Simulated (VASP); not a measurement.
# Ba2Ti3O8 in VASP: further runs

The runs below take Ba2Ti3O8 through relaxation of the atoms, single point, with PBEsol.

Everything below comes from runs of VASP 6.6.1. Logs are shortened: lines on timing, memory, paths and dates and some standing lists are left out, and cuts for length are marked.

## Step 1: The cell of the first run

The cell holds a slab with vacuum, 13 atoms: a = 3.956 Å, b = 3.956 Å, c = 23.225 Å, α = 90.00°, β = 90.00°, γ = 90.00°.

## Step 2: Relaxation of the atoms, PBEsol

Contents of INCAR:

```
ALGO     = Normal         # electronic algorithm
DIPOL    = 0.5 0.5 0.501
EDIFF    = 1E-7           # SCF threshold, eV
EDIFFG   = -0.02          # ionic threshold
ENCUT    = 520            # plane-wave cutoff, eV
GGA      = PS             # functional
GGA_COMPAT= False        
IBRION   = 2              # ionic algorithm
IDIPOL   = 3            
ISIF     = 2              # what is computed and relaxed
ISMEAR   = 0              # smearing method
KPAR     = 4            
LASPH    = True           # aspherical terms in the spheres
LCHARG   = False          # write CHGCAR
LDIPOL   = True         
LREAL    = False          # projectors in reciprocal space
LWAVE    = False          # write WAVECAR
NELM     = 120            # most SCF steps
NELMDL   = -8           
NELMIN   = 4            
NSW      = 80             # ionic steps
PREC     = Accurate       # precision mode
SIGMA    = 0.05           # smearing width, eV
```

Contents of KPOINTS:

```
k-points
0
Gamma
  7 7 1
```

Contents of POSCAR:

```
Ba2Ti3O8
1.0
    3.9557417187      0.0000000000      0.0000000000
    0.0000000000      3.9557417187      0.0000000000
    0.0000000000      0.0000000000     23.2247707175
Ti O Ba
3 8 2
Direct
    0.5000000000      0.5000000000      0.3229310675
    0.5000000000      0.5000000000      0.4970263003
    0.5000000000      0.5000000000      0.6711215332
    0.5000000000      0.0000000000      0.3288784668
    0.0000000000      0.5000000000      0.3288784668
    0.5000000000      0.5000000000      0.4177830850
    0.5000000000      0.0000000000      0.5029736997
    0.0000000000      0.5000000000      0.5029736997
    0.5000000000      0.5000000000      0.5918783178
    0.5000000000      0.0000000000      0.6770689325
    0.0000000000      0.5000000000      0.6770689325
    0.0000000000      0.0000000000      0.4126193980
    0.0000000000      0.0000000000      0.5867146309
```

Potentials or basis: VASP PAW PBE potentials, release 64 (Ti_sv, O, Ba_sv).

On the command line:

```bash
$ cat potpaw_PBE.64/Ti_sv/POTCAR potpaw_PBE.64/O/POTCAR potpaw_PBE.64/Ba_sv/POTCAR > POTCAR
$ mpirun -np 4 vasp_std > vasp.out
```

OUTCAR:

```text
EDIFF = 1E-7
   EDIFFG = -0.02
   ENCUT = 520
   GGA = PS
   IBRION = 2
   ISIF = 2
   ISMEAR = 0
   LASPH = True
   LREAL = False
   NELM = 120
   NELMDL = -8
   NELMIN = 4
   NSW = 80
   PREC = Accurate

 ion  position               nearest neighbor table
   1  0.500  0.500  0.323-   4 1.98   5 1.98   4 1.98   5 1.98   6 2.20  12 3.49  12 3.49  12 3.49
                            12 3.49
   2  0.500  0.500  0.497-   6 1.84   7 1.98   8 1.98   7 1.98   8 1.98   9 2.20  12 3.42  12 3.42
                            12 3.42  12 3.42  13 3.49  13 3.49  13 3.49  13 3.49
   3  0.500  0.500  0.671-   9 1.84  10 1.98  11 1.98  10 1.98  11 1.98  13 3.42  13 3.42  13 3.42
                            13 3.42
   4  0.500  0.000  0.329-   1 1.98   1 1.98  12 2.77  12 2.77
   5  0.000  0.500  0.329-   1 1.98   1 1.98  12 2.77  12 2.77
   6  0.500  0.500  0.418-   2 1.84   1 2.20  12 2.80  12 2.80  12 2.80  12 2.80
   7  0.500  0.000  0.503-   2 1.98   2 1.98  13 2.77  13 2.77  12 2.88  12 2.88
   8  0.000  0.500  0.503-   2 1.98   2 1.98  13 2.77  13 2.77  12 2.88  12 2.88
   9  0.500  0.500  0.592-   3 1.84   2 2.20  13 2.80  13 2.80  13 2.80  13 2.80
  10  0.500  0.000  0.677-   3 1.98   3 1.98  13 2.88  13 2.88
  11  0.000  0.500  0.677-   3 1.98   3 1.98  13 2.88  13 2.88
  12  0.000  0.000  0.413-   4 2.77   5 2.77   5 2.77   4 2.77   6 2.80   6 2.80   6 2.80   6 2.80
                             7 2.88   8 2.88   7 2.88   8 2.88   2 3.42   2 3.42   2 3.42   2 3.42
  13  0.000  0.000  0.587-   7 2.77   8 2.77   8 2.77   7 2.77   9 2.80   9 2.80   9 2.80   9 2.80
                            10 2.88  11 2.88  10 2.88  11 2.88   3 3.42   3 3.42   3 3.42   3 3.42

  LATTYP: Found a simple tetragonal cell.
 ALAT       =     3.9557417187
 C/A-ratio  =     5.8711544810

  Lattice vectors:

 A1 = (   3.9557417187,   0.0000000000,   0.0000000000)
 A2 = (   0.0000000000,   3.9557417187,   0.0000000000)
 A3 = (   0.0000000000,   0.0000000000,  23.2247707175)

Analysis of symmetry for initial positions (statically):
=====================================================================
 Subroutine PRICEL returns:
 Original cell was already a primitive cell.

 Routine SETGRP: Setting up the symmetry group for a
 simple tetragonal supercell.

 Subroutine GETGRP returns: Found  8 space group operations
 (whereof  8 operations were pure point group operations)
 out of a pool of 16 trial point group operations.

The static configuration has the point symmetry C_4v.

Analysis of symmetry for dynamics (positions and initial velocities):
=====================================================================
 Subroutine PRICEL returns:
 Original cell was already a primitive cell.

 Routine SETGRP: Setting up the symmetry group for a
 simple tetragonal supercell.

 Subroutine GETGRP returns: Found  8 space group operations
 (whereof  8 operations were pure point group operations)
 out of a pool of 16 trial point group operations.

The dynamic configuration has the point symmetry C_4v.

 Subroutine INISYM returns: Found  8 space group operations
 (whereof  8 operations are pure point group operations),
 and found     1 'primitive' translations

----------------------------------------------------------------------------------------

                                     Primitive cell

  volume of cell :     363.4187

  direct lattice vectors                    reciprocal lattice vectors
     3.955741719  0.000000000  0.000000000     0.252797091  0.000000000  0.000000000
     0.000000000  3.955741719  0.000000000     0.000000000  0.252797091  0.000000000
     0.000000000  0.000000000 23.224770718     0.000000000  0.000000000  0.043057476

  length of vectors
     3.955741719  3.955741719 23.224770718     0.252797091  0.252797091  0.043057476

  position of ions in fractional coordinates (direct lattice)
     0.500000000  0.500000000  0.322931068
     0.500000000  0.500000000  0.497026300
     0.500000000  0.500000000  0.671121533
     0.500000000  0.000000000  0.328878467
     0.000000000  0.500000000  0.328878467
     0.500000000  0.500000000  0.417783085
     0.500000000  0.000000000  0.502973700
     0.000000000  0.500000000  0.502973700
     0.500000000  0.500000000  0.591878318
     0.500000000  0.000000000  0.677068932
[... 55 lines left out ...]
  0.285714  0.285714  0.000000      4.000000
  0.428571  0.285714  0.000000      8.000000
  0.428571  0.428571  0.000000      4.000000
   k-points           NKPTS =     10   k-points in BZ     NKDIM =     10   number of bands    NBANDS=     62
   number of dos      NEDOS =    301   number of ions     NIONS =     13
   total plane-waves  NPLWV = 162000
   dimension x,y,z NGX =    30 NGY =   30 NGZ =  180
   dimension x,y,z NGXF=    60 NGYF=   60 NGZF=  360
   ions per type =               3   8   2
   NGX,Y,Z   is equivalent  to a cutoff of  12.61, 12.61, 12.88 a.u.
   NGXF,Y,Z  is equivalent  to a cutoff of  25.22, 25.22, 25.77 a.u.
 SYSTEM =  unknown system
   PREC   = accura    normal or accurate (medium, high low for compatibility)
   ISTART =      0    job   : 0-new  1-cont  2-samecut
   ICHARG =      2    charge: 1-file 2-atom 10-const
   ISPIN  =      1    spin polarized calculation?
   LNONCOLLINEAR =      F non collinear calculations
   LSORBIT =      F    spin-orbit coupling
   LASPH  =      T    aspherical Exc in radial PAW
   ENCUT  =  520.0 eV  38.22 Ry    6.18 a.u.   7.36  7.36 43.18*2*pi/ulx,y,z
   NELM   =    120;   NELMIN=  4; NELMDL= -8     # of ELM steps
   EDIFF  = 0.1E-06   stopping-criterion for ELM
   LREAL  =      F    real-space projection
   EDIFFG = -.2E-01   stopping-criterion for IOM
   NSW    =     80    number of steps for IOM
   IBRION =      2    ionic relax: 0-MD 1-quasi-New 2-CG
   NFREE  =      1    steps in history (QN), initial steepest desc. (CG)
   ISIF   =      2    stress and relaxation
   ISYM   =      2    0-nonsym 1-usesym 2-fastsym
   POTIM  = 0.5000    time-step for ionic-motion
   TEBEG  =    0.0;   TEEND  =   0.0 temperature during run
   PSTRESS=    0.0 pullay stress
   NELECT =     104.0000    total number of electrons
   NUPDOWN=      -1.0000    fix difference up-down
   EMIN   =  10.00;   EMAX   =-10.00  energy-range for DOS
   EFERMI =   0.00;   METHOD = LEGACY
   ISMEAR =     0;   SIGMA  =   0.05  broadening in eV -4-tet -1-fermi 0-gaus
   EFERMI_NEDOS =   21; number of points for ismear=-14 and -15
   IALGO  =     38    algorithm
   IMIX   =      4    mixing-type and parameters
     AMIX     =   0.40;   BMIX     =  1.00
     AMIX_MAG =   1.60;   BMIX_MAG =  1.00
  volume/ion in A,a.u.               =      27.96       188.65
  Fermi-wavevector in a.u.,A,eV,Ry     =   1.078823  2.038680 15.835263  1.163859
  Thomas-Fermi vector in A             =   2.214772
   LORBIT       =      0    0 simple, 1 ext, 2 COOP (PROOUT), +10 PAW based schemes
   GGA     = PS    functional components
   LHFCALC =     F    Hartree Fock is set to
   AEXX    =    0.0000 exact exchange contribution
   IVDW    =     0    specifies the selected vdW correction
   LEPSILON=     F    determine dielectric tensor
   LRPA    =     F    only Hartree local field effects (RPA)
 conjugate gradient relaxation of ions
 non-spin polarized calculation
 Gauss-broadening in eV      SIGMA  =   0.05
  energy-cutoff  :      520.00
  volume of cell :      363.42
 maximum number of plane-waves:      9879
 NGX is ok and might be reduce to    30
   NGX = 15   NGY = 15   NGZ = 87

--------------------------------------- Ionic step        1  -------------------------------------------

 number of electron     103.9999966 magnetization

 Free energy of the ion-electron system (eV)
  ---------------------------------------------------
  ext. energy  EPLUGINS =         0.00000000
  ---------------------------------------------------
  free energy    TOTEN  =      -108.74755473 eV

  energy without entropy =     -108.73905664  energy(sigma->0) =     -108.74330568

------------------------ aborting loop because EDIFF is reached ----------------------------------------

  FORCE on cell =-STRESS in cart. coord.  units (eV):
  Direction    XX          YY          ZZ          XY          YZ          ZX
  --------------------------------------------------------------------------------------
  -------------------------------------------------------------------------------------
  Total       -7.5765353     -7.5765353     -2.5095483      0.0000000     -0.0000000      0.0000000
  in kB      -33.4021133    -33.4021133    -11.0636606      0.0000000     -0.0000000      0.0000000
  external PRESSURE =     -25.9559624 kB  Pullay stress =       0.0000000 kB
[... 122 lines left out ...]
  FREE ENERGIE OF THE ION-ELECTRON SYSTEM (eV)
  ---------------------------------------------------
  free  energy   TOTEN  =      -109.5618051765 eV

  energy  without entropy=     -109.5615034497  energy(sigma->0) =     -109.56165431

 vacuum level on the upper side and lower side of the slab       (xc-potential included)        -0.028         0.014

 dipolmoment           0.000000      0.000000     -0.000272 electrons x Angstroem

[... ionic steps 4 to 18 ...]

--------------------------------------- Ionic step       19  -------------------------------------------

 number of electron     103.9999957 magnetization

------------------------ aborting loop because EDIFF is reached ----------------------------------------
[... 89 lines left out ...]
--------------------------------------- Ionic step       21  -------------------------------------------

 number of electron     103.9999957 magnetization

 dipolmoment           0.000000      0.000000      0.001053 electrons x Angstroem

 Free energy of the ion-electron system (eV)
  ---------------------------------------------------
  ext. energy  EPLUGINS =         0.00000000
  ---------------------------------------------------
  free energy    TOTEN  =      -109.68169313 eV

  energy without entropy =     -109.68169313  energy(sigma->0) =     -109.68169313

 E-fermi :  -0.8238     XC(G=0):  -5.5839

 val. band max:       -1.1730602656   @ k =   0.4286   0.4286   0.0000
 cond. band min:      -0.2756049611   @ k =   0.0000   0.0000   0.0000
 fundamental gap:      0.8974553045
 Fermi energy:        -0.8238235163

 k-point     1 :       0.0000    0.0000    0.0000
  band No.  band energies     occupation
      1     -58.5235      2.00000
      2     -58.0760      2.00000
      3     -58.0690      2.00000
      4     -34.9459      2.00000
      5     -34.8219      2.00000
      6     -34.8219      2.00000
[... 639 lines left out ...]
     61       2.5751      0.00000
     62       2.5909      0.00000

------------------------ aborting loop because EDIFF is reached ----------------------------------------

 vacuum level on the upper side and lower side of the slab       (xc-potential included)        -0.167        -0.175

  FORCE on cell =-STRESS in cart. coord.  units (eV):
  Direction    XX          YY          ZZ          XY          YZ          ZX
  --------------------------------------------------------------------------------------
  -------------------------------------------------------------------------------------
  Total       -5.2721895     -5.2721895     -0.2019738      0.0000000      0.0000000     -0.0000000
  in kB      -23.2431136    -23.2431136     -0.8904271      0.0000000      0.0000000     -0.0000000
  external PRESSURE =     -15.7922181 kB  Pullay stress =       0.0000000 kB
[... 28 lines left out ...]
  FREE ENERGIE OF THE ION-ELECTRON SYSTEM (eV)
  ---------------------------------------------------
  free  energy   TOTEN  =      -109.6816931341 eV

  energy  without entropy=     -109.6816931341  energy(sigma->0) =     -109.68169313

 reached required accuracy - stopping structural energy minimisation

 vacuum level on the upper side and lower side of the slab         4.233         4.224
```

Wall time 42 min (4 MPI ranks of Intel Xeon Platinum 8259CL at 2.50GHz (Skylake/Cascade Lake), shared host); peak memory 0.57 GiB.

What came out:

```yaml
Free_energy: -109.6817 eV
Energy_gained_by_relaxing: 71.9 meV/atom
Ionic_steps: 21
Largest_force_after_relaxing: 0.010 eV/Å
Band_gap_on_the_k_mesh: 0.90 eV (least direct gap 1.49 eV)
```

Forces on the atoms (eV/Å):
```
Ti   0.000  0.000  0.007
Ti   0.000  0.000  0.010
Ti   0.000  0.000  0.007
O    0.000  0.000 -0.005
O    0.000  0.000 -0.005
O    0.000  0.000 -0.002
O    0.000  0.000  0.002
O    0.000  0.000  0.002
O    0.000  0.000 -0.008
O    0.000  0.000 -0.003
O    0.000  0.000 -0.003
Ba   0.000  0.000  0.001
Ba   0.000  0.000 -0.004
```

The path:
```csv
step,energy change (eV),largest force (eV/Å),pressure (GPa)
1,0.0000,3.5357,-2.60
2,-0.7981,1.1011,-2.72
3,-0.8143,1.2209,-2.52
4,-0.8240,0.9853,-2.61
5,-0.8698,1.0758,-2.57
6,-0.8844,0.5488,-2.61
7,-0.9095,0.4204,-2.42
8,-0.9096,0.3735,-2.43
9,-0.9185,0.2315,-2.15
10,-0.9186,0.2155,-2.16
11,-0.9226,0.1710,-2.07
12,-0.9227,0.1960,-2.05
13,-0.9264,0.1514,-1.98
14,-0.9272,0.2553,-1.92
15,-0.9301,0.1840,-1.82
16,-0.9319,0.2581,-1.66
17,-0.9338,0.1173,-1.59
18,-0.9338,0.1212,-1.58
19,-0.9341,0.0351,-1.58
20,-0.9341,0.0207,-1.58
21,-0.9341,0.0101,-1.58
```

Final structure:
```xyz
13
Lattice="3.9557 0.0000 0.0000 0.0000 3.9557 0.0000 0.0000 0.0000 23.2248" Properties=species:S:1:pos:R:3 pbc="T T T"
Ti    1.9779    1.9779    7.7614
Ti    1.9779    1.9779   11.6436
Ti    1.9779    1.9779   15.5271
O     1.9779    0.0000    7.6488
O     0.0000    1.9779    7.6488
O     1.9779    1.9779    9.6374
O     1.9779    0.0000   11.6438
O     0.0000    1.9779   11.6438
O     1.9779    1.9779   13.6514
O     1.9779    3.9557   15.6408
O     0.0000    1.9779   15.6408
Ba    0.0000    0.0000    9.5632
Ba    0.0000    3.9557   13.7263
```

Caveat: the PAW data sets were made with another functional, which shifts forces and pressure a little; spin-orbit coupling is left out, which moves the levels of the heavy elements.

## Step 3: Single point, PBEsol

Contents of INCAR:

```
PREC = Accurate
ENCUT = 520
EDIFF = 1E-6
ISMEAR = 0
SIGMA = 0.05
LREAL = F
LASPH = T
NELM = 120
ALGO = Normal
ISIF = 2
LWAVE = F
LCHARG = F
LDIPOL = T
IDIPOL = 3
DIPOL = 0.5 0.5 0.501
GGA = PS
NBANDS = 64
GGA_COMPAT = F
NELMDL = -8
```

Contents of KPOINTS:

```
Automatic mesh
0
Gamma
  7 7 1
```

POSCAR is that of step 2.

Potentials or basis: VASP PAW PBE potentials, release 64 (Ti_sv, O, Ba_sv).

On the command line:

```bash
$ cat potpaw_PBE.64/Ti_sv/POTCAR potpaw_PBE.64/O/POTCAR potpaw_PBE.64/Ba_sv/POTCAR > POTCAR
$ mpirun -np 1 vasp_std > vasp.out
```

Run time: 14 min. Hardware: 1 thread of Intel Xeon Platinum 8259CL at 2.50GHz (Skylake/Cascade Lake), shared host; peak memory 0.53 GiB.

The run converged. Its results:

```yaml
Free_energy: -108.7476 eV
Largest_force: 3.536 eV/Å
Band_gap_on_the_k_mesh: zero (bands 52 and 53 overlap by 0.30 eV)
```

Forces in eV/Å, atoms in the order of the input:
```
Ti   0.000  0.000  3.536
Ti   0.000  0.000  1.705
Ti   0.000  0.000 -0.156
O    0.000  0.000 -1.141
O    0.000  0.000 -1.141
O    0.000  0.000 -2.080
O    0.000  0.000 -0.527
O    0.000  0.000 -0.527
O    0.000  0.000 -0.788
O    0.000  0.000 -0.071
O    0.000  0.000 -0.071
Ba   0.000  0.000  0.073
Ba   0.000  0.000  1.188
```

Levels at points of the mesh, in eV from the Fermi level:
```tsv
k point	band 50	band 51	band 52	band 53	band 54	band 55
(0.00, 0.00, 0.00)	-1.07	-0.38	-0.38	-0.01	-0.01	0.03
```

Caveat: the PAW data sets were made with another functional, which shifts forces and pressure a little; spin-orbit coupling is left out, which moves the levels of the heavy elements; semilocal functionals often make such compounds metallic where correlation or magnetic order opens a gap, which also shifts bond lengths.

(Part 1 of 2 ends here.)
